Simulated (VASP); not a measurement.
A run of VASP 6.6.1 is set up as follows.

File INCAR:

```
  PREC = Accurate
  ENCUT = 520
  EDIFF = 1E-6
  ISMEAR = -1
  SIGMA = 0.13605693000000002
  LREAL = False
  LASPH = True
  NELM = 60
  ALGO = Normal
  ISIF = 2
  LWAVE = False
  LCHARG = False
  NBANDS = 12
```

The input KPOINTS:

```
Automatic mesh
0
Gamma
  12 12 12
```

File POSCAR:

```
Y
1.0
    0.0000000000      2.4535696957      2.4535696957
    2.4535696957      0.0000000000      2.4535696957
    2.4535696957      2.4535696957      0.0000000000
Y
1
Direct
    0.0000000000      0.0000000000      0.0000000000
```

Potentials or basis: VASP PAW LDA potentials, release 64 (Y_sv).

Launch:

```sh
$ cat potpaw_LDA.64/Y_sv/POTCAR > POTCAR
$ mpirun -np 1 vasp_std > vasp.out
```

(1) Estimate the pressure.

## Answers

(1) -0.1 GPa.
